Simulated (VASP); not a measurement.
# NaCl in VASP: settings compared, part 2 of 2

VASP 6.6.1. The steps go on from the part before.

### 5 Single point, RPBE

File INCAR:

```
SYSTEM = NaCl
PREC = Accurate
ENCUT = 500
EDIFF = 1E-6
ISMEAR = 0
SIGMA = 0.1
LREAL = .FALSE.
LASPH = .TRUE.
NELM = 120
ALGO = Normal
ISIF = 2
LWAVE = .FALSE.
LCHARG = .FALSE.
GGA = RP
NBANDS = 14
ISYM = 0
GGA_COMPAT = .FALSE.
```

File KPOINTS:

```
Automatic mesh
0
Gamma
  4 4 4
  0.5 0.5 0
```

File POSCAR:

```
NaCl
1.0
    3.5021900000      0.0000000000      0.0000000000
    0.0000000000      3.5021900000      0.0000000000
    0.0000000000      0.0000000000      3.5021900000
Na Cl
1 1
Direct
    0.0000000000      0.0000000000      0.0000000000
    0.5000000000      0.5000000000      0.5000000000
```

Potentials or basis: VASP PAW PBE potentials, release 64 (Na_pv, Cl).

Run with:

```
$ cat potpaw_PBE.64/Na_pv/POTCAR potpaw_PBE.64/Cl/POTCAR > POTCAR
$ mpirun -np 1 vasp_std > vasp.out
```

OUTCAR:

```text
SYSTEM = NaCl
   PREC = Accurate
   ENCUT = 500
   EDIFF = 1E-6
   ISMEAR = 0
   LREAL = .FALSE.
   LASPH = .TRUE.
   NELM = 120
   ISIF = 2
   GGA = RP
   ISYM = 0

 ion  position               nearest neighbor table
   1  0.000  0.000  0.000-
   2  0.500  0.500  0.500-

IMPORTANT INFORMATION: All symmetrisations will be switched off!
NOSYMM: (Re-)initialisation of all symmetry stuff for point group C_1.

----------------------------------------------------------------------------------------

                                     Primitive cell

  volume of cell :      42.9555

  direct lattice vectors                    reciprocal lattice vectors
     3.502190000  0.000000000  0.000000000     0.285535622  0.000000000  0.000000000
     0.000000000  3.502190000  0.000000000     0.000000000  0.285535622  0.000000000
     0.000000000  0.000000000  3.502190000     0.000000000  0.000000000  0.285535622

  length of vectors
     3.502190000  3.502190000  3.502190000     0.285535622  0.285535622  0.285535622

  position of ions in fractional coordinates (direct lattice)
     0.000000000  0.000000000  0.000000000
     0.500000000  0.500000000  0.500000000

  ion indices of the primitive-cell ions
   primitive index   ion index
                 1           1
                 2           2

----------------------------------------------------------------------------------------

 KPOINTS: Automatic mesh

Automatic generation of k-mesh.
 Grid dimensions read from file:
 generate k-points for:    4    4    4

 Generating k-lattice:

  Cartesian coordinates                     Fractional coordinates (reciprocal lattice)
     0.071383905  0.000000000  0.000000000     0.250000000  0.000000000  0.000000000
     0.000000000  0.071383905  0.000000000     0.000000000  0.250000000  0.000000000
     0.000000000  0.000000000  0.071383905     0.000000000  0.000000000  0.250000000

  Length of vectors
     0.071383905  0.071383905  0.071383905

  Shift w.r.t. Gamma in fractional coordinates (k-lattice)
     0.500000000  0.500000000  0.000000000

 Subroutine IBZKPT returns following result:
 ===========================================

 Found     96 irreducible k-points:

 Following reciprocal coordinates:
            Coordinates               Weight
  0.125000  0.125000  0.000000      2.000000
  0.000000  0.125000  0.125000      2.000000
  0.125000  0.000000  0.125000      2.000000
 -0.125000  0.125000  0.000000      2.000000
 -0.125000  0.000000  0.125000      2.000000
  0.000000 -0.125000  0.125000      2.000000
[... 16 lines left out ...]
 -0.375000  0.000000  0.375000      2.000000
  0.000000 -0.375000  0.375000      2.000000
 [... further k-points ...]
   k-points           NKPTS =     96   k-points in BZ     NKDIM =     96   number of bands    NBANDS=     14
   number of dos      NEDOS =    301   number of ions     NIONS =      2
   total plane-waves  NPLWV =  21952
   dimension x,y,z NGX =    28 NGY =   28 NGZ =   28
   dimension x,y,z NGXF=    56 NGYF=   56 NGZF=   56
   ions per type =               1   1
   NGX,Y,Z   is equivalent  to a cutoff of  13.29, 13.29, 13.29 a.u.
   NGXF,Y,Z  is equivalent  to a cutoff of  26.58, 26.58, 26.58 a.u.
 SYSTEM =  NaCl
   PREC   = accura    normal or accurate (medium, high low for compatibility)
   ISTART =      0    job   : 0-new  1-cont  2-samecut
   ICHARG =      2    charge: 1-file 2-atom 10-const
   ISPIN  =      1    spin polarized calculation?
   LNONCOLLINEAR =      F non collinear calculations
   LSORBIT =      F    spin-orbit coupling
   LASPH  =      T    aspherical Exc in radial PAW
   ENCUT  =  500.0 eV  36.75 Ry    6.06 a.u.   6.39  6.39  6.39*2*pi/ulx,y,z
   NELM   =    120;   NELMIN=  2; NELMDL= -5     # of ELM steps
   EDIFF  = 0.1E-05   stopping-criterion for ELM
   LREAL  =      F    real-space projection
   EDIFFG = 0.1E-04   stopping-criterion for IOM
   NSW    =      0    number of steps for IOM
   IBRION =     -1    ionic relax: 0-MD 1-quasi-New 2-CG
   NFREE  =      0    steps in history (QN), initial steepest desc. (CG)
   ISIF   =      2    stress and relaxation
   ISYM   =      0    0-nonsym 1-usesym 2-fastsym
   POTIM  = 0.5000    time-step for ionic-motion
   TEBEG  =    0.0;   TEEND  =   0.0 temperature during run
   PSTRESS=    0.0 pullay stress
   NELECT =      14.0000    total number of electrons
   NUPDOWN=      -1.0000    fix difference up-down
   EMIN   =  10.00;   EMAX   =-10.00  energy-range for DOS
   EFERMI =   0.00;   METHOD = LEGACY
   ISMEAR =     0;   SIGMA  =   0.10  broadening in eV -4-tet -1-fermi 0-gaus
   EFERMI_NEDOS =   21; number of points for ismear=-14 and -15
   IALGO  =     38    algorithm
   IMIX   =      4    mixing-type and parameters
     AMIX     =   0.40;   BMIX     =  1.00
     AMIX_MAG =   1.60;   BMIX_MAG =  1.00
  volume/ion in A,a.u.               =      21.48       144.94
  Fermi-wavevector in a.u.,A,eV,Ry     =   1.126621  2.129005 17.269530  1.269275
  Thomas-Fermi vector in A             =   2.263304
   LORBIT       =      0    0 simple, 1 ext, 2 COOP (PROOUT), +10 PAW based schemes
   GGA     = RP    functional components
   LHFCALC =     F    Hartree Fock is set to
   AEXX    =    0.0000 exact exchange contribution
   IVDW    =     0    specifies the selected vdW correction
   LEPSILON=     F    determine dielectric tensor
   LRPA    =     F    only Hartree local field effects (RPA)
 non-spin polarized calculation
 Gauss-broadening in eV      SIGMA  =   0.10
  energy-cutoff  :      500.00
  volume of cell :       42.96
 maximum number of plane-waves:      1102
 NGX is ok and might be reduce to    28
   NGX = 13   NGY = 13   NGZ = 13

 number of electron      13.9999982 magnetization

 Free energy of the ion-electron system (eV)
  ---------------------------------------------------
  ext. energy  EPLUGINS =         0.00000000
  ---------------------------------------------------
  free energy    TOTEN  =        -6.10671593 eV

  energy without entropy =       -6.10671593  energy(sigma->0) =       -6.10671593

 E-fermi :   0.9815     XC(G=0):  -8.1393

 val. band max:        0.4672667121   @ k =   0.3750   0.3750   0.0000
 cond. band min:       5.6565278833   @ k =  -0.1250   0.0000   0.1250
 fundamental gap:      5.1892611712
 Fermi energy:         0.9815371966

 k-point     1 :       0.1250    0.1250    0.0000
  band No.  band energies     occupation
      1     -21.5672      2.00000
      2     -21.5658      2.00000
      3     -21.5603      2.00000
      4     -12.7240      2.00000
      5      -0.4541      2.00000
      6      -0.2595      2.00000
      7       0.1288      2.00000
      8       5.6565      0.00000
      9       9.6909      0.00000
     10       9.8881      0.00000
     11      13.9216      0.00000
     12      14.8210      0.00000
     13      15.7203      0.00000
     14      16.5059      0.00000

 k-point     2 :       0.0000    0.1250    0.1250
  band No.  band energies     occupation
      1     -21.5672      2.00000
      2     -21.5658      2.00000
      3     -21.5603      2.00000
      4     -12.7240      2.00000
      5      -0.4541      2.00000
      6      -0.2595      2.00000
      7       0.1288      2.00000
      8       5.6565      0.00000
      9       9.6909      0.00000
     10       9.8881      0.00000
     11      13.9216      0.00000
     12      14.8210      0.00000
     13      15.7203      0.00000
     14      16.5059      0.00000
[... 343 lines left out ...]
      1     -21.5888      2.00000
      2     -21.5874      2.00000
      3     -21.5557      2.00000
      4     -12.2895      2.00000
      5      -1.5990      2.00000
      6      -1.4670      2.00000
      7       0.4673      2.00000
      8       7.0267      0.00000
      9       9.5968      0.00000
     10      11.7155      0.00000
     11      12.5153      0.00000
     12      13.3457      0.00000
     13      13.5665      0.00000
     14      17.4427      0.00000

 k-point    24 :       0.0000   -0.3750    0.3750
  band No.  band energies     occupation
      1     -21.5888      2.00000
      2     -21.5874      2.00000
      3     -21.5557      2.00000
      4     -12.2895      2.00000
      5      -1.5990      2.00000
      6      -1.4670      2.00000
      7       0.4673      2.00000
      8       7.0267      0.00000
      9       9.5968      0.00000
     10      11.7155      0.00000
     11      12.5153      0.00000
     12      13.3457      0.00000
     13      13.5665      0.00000
     14      17.4427      0.00000

 [... further k-points ...]

------------------------ aborting loop because EDIFF is reached ----------------------------------------

  FORCE on cell =-STRESS in cart. coord.  units (eV):
  Direction    XX          YY          ZZ          XY          YZ          ZX
  --------------------------------------------------------------------------------------
  -------------------------------------------------------------------------------------
  Total        0.4861717      0.4861719      0.4861765     -0.0000011      0.0000001      0.0000005
  in kB       18.1334788     18.1334869     18.1336585     -0.0000392      0.0000025      0.0000170
  external PRESSURE =      18.1335414 kB  Pullay stress =       0.0000000 kB

 VOLUME and BASIS-vectors are now :
 -----------------------------------------------------------------------------
  energy-cutoff  :      500.00
  volume of cell :       42.96
      direct lattice vectors                 reciprocal lattice vectors
     3.502190000  0.000000000  0.000000000     0.285535622  0.000000000  0.000000000
     0.000000000  3.502190000  0.000000000     0.000000000  0.285535622  0.000000000
     0.000000000  0.000000000  3.502190000     0.000000000  0.000000000  0.285535622

 POSITION                                       TOTAL-FORCE (eV/Angst)
 -----------------------------------------------------------------------------------
      0.00000      0.00000      0.00000        -0.000000      0.000001     -0.000001
      1.75110      1.75110      1.75110         0.000000     -0.000001      0.000001
 -----------------------------------------------------------------------------------
    total drift:                                0.000000     -0.000003      0.000002

  FREE ENERGIE OF THE ION-ELECTRON SYSTEM (eV)
  ---------------------------------------------------
  free  energy   TOTEN  =        -6.1067159276 eV

  energy  without entropy=       -6.1067159276  energy(sigma->0) =       -6.10671593
```

It took 23 s on 1 thread of Intel Xeon Platinum 8488C (Sapphire Rapids), shared host; peak memory 0.17 GiB.

What came out:

```
Free energy            : -6.1067 eV
Pressure               : 1.8 GPa
Band gap on the k mesh : 5.19 eV (least direct gap 5.53 eV)
```

Caveat: the k points lie up to 0.45 Å⁻¹ apart; the PAW data sets were made with another functional, which shifts forces and pressure a little; a shifted mesh leaves out Γ, where band edges can lie.

### 6 Single point, PBE

File INCAR:

```
SYSTEM = NaCl
  PREC = Accurate
  ENCUT = 500
  EDIFF = 1E-6
  ISMEAR = 0
  SIGMA = 0.1
  LREAL = .False.
  LASPH = .True.
  NELM = 120
  ALGO = Normal
  ISIF = 2
  LWAVE = .False.
  LCHARG = .False.
  GGA = PE
  NBANDS = 14
  GGA_COMPAT = .False.
```

File KPOINTS:

```
Automatic mesh
0
Gamma
  4 4 4
  0 0 0
```

File POSCAR:

```
NaCl
1.0
    3.5021900000      0.0000000000      0.0000000000
    0.0000000000      3.5021900000      0.0000000000
    0.0000000000      0.0000000000      3.5021900000
Na Cl
1 1
Direct
    0.0243827690     -0.0025769462      0.0276332465
    0.5257611099      0.4783173361      0.5510370113
```

Potentials or basis: VASP PAW PBE potentials, release 64 (Na_pv, Cl).

Run with:

```
$ cat potpaw_PBE.64/Na_pv/POTCAR potpaw_PBE.64/Cl/POTCAR > POTCAR
$ mpirun -np 1 vasp_std > vasp.out
```

It took 9.9 s on 1 thread of Intel Xeon Platinum 8488C (Sapphire Rapids), shared host; peak memory 0.15 GiB.

It converged, with:

```
Free energy            : -6.4581 eV
Pressure               : 0.2 GPa
Largest force          : 0.038 eV/Å
Band gap on the k mesh : 3.98 eV (least direct gap 4.47 eV)
```

Forces in eV/Å, atoms in the order of the input:
```
Na   0.002 -0.024  0.029
Cl  -0.002  0.024 -0.029
```

Stress tensor (GPa, compression positive):
```
 0.22 -0.01  0.01
-0.01  0.22 -0.08
 0.01 -0.08  0.22
```

Levels at points of the mesh, in eV from the valence-band top:
| k point | band 4 | band 5 | band 6 | band 7 | band 8 | band 9 | band 10 | band 11 |
| --- | --- | --- | --- | --- | --- | --- | --- | --- |
| (0.00, 0.00, 0.00) | -13.38 | -0.49 | -0.49 | -0.49 | 3.98 | 8.58 | 8.58 | 15.65 |
| (0.50, 0.00, 0.00) | -13.02 | -2.94 | -0.26 | -0.25 | 6.92 | 8.55 | 10.50 | 11.80 |
| (0.00, 0.50, 0.00) | -13.02 | -2.94 | -0.26 | -0.25 | 6.92 | 8.55 | 10.50 | 11.83 |
| (0.00, 0.00, 0.50) | -13.02 | -2.94 | -0.26 | -0.26 | 6.92 | 8.56 | 10.50 | 11.84 |
| (0.50, 0.50, 0.00) | -12.75 | -2.26 | -2.26 | 0.00 | 5.54 | 9.89 | 11.02 | 11.03 |
| (0.00, 0.50, 0.50) | -12.75 | -2.26 | -2.26 | 0.00 | 5.54 | 9.88 | 11.03 | 11.04 |
| (0.50, 0.00, 0.50) | -12.75 | -2.26 | -2.26 | 0.00 | 5.54 | 9.88 | 11.02 | 11.04 |
| (0.50, 0.50, 0.50) | -12.48 | -1.85 | -1.84 | -1.84 | 7.12 | 7.12 | 7.13 | 11.63 |

Caveat: the k points lie up to 0.45 Å⁻¹ apart. A k mesh can miss the band edges.

### 7 Overview

```csv
level,spin,fixed moment (μB),cell,k mesh,cutoff (eV),smearing,gap on the mesh (eV),pressure (GPa),moment (μB)
BLYP,collinear,5.0,"as given, atomic positions A",2 × 2 × 2,500,gaussian 0.1 eV,-,22.0,5.00
r2SCAN,off,-,"as given, atomic positions A",4 × 4 × 4,550,gaussian 0.1 eV,4.81,-1.1,-
r2SCAN,collinear,5.0,"as given, atomic positions A",4 × 1 × 1,550,methfessel-paxton 0.03 eV,-,26.8,5.00
RPBE,off,-,"as given, atomic positions A","4 × 4 × 4, shifted",500,gaussian 0.1 eV,5.19,1.8,-
PBE,off,-,"as given, atomic positions B",4 × 4 × 4,500,gaussian 0.1 eV,3.98,0.2,-
```

Alike in all rows: task single point; potentials or basis VASP PAW PBE potentials, release 64 (Na_pv, Cl).

Caveats: all runs use coarse meshes; the PAW data sets were made with another functional, which shifts forces and pressure a little (at least some runs); the moment is held away from its start (at least some runs); the total moment is fixed, so each spin has its own Fermi level (at least some runs); a shifted mesh leaves out Γ, where band edges can lie (at least some runs).

Absolute energies hang on the potentials; compare differences alone.
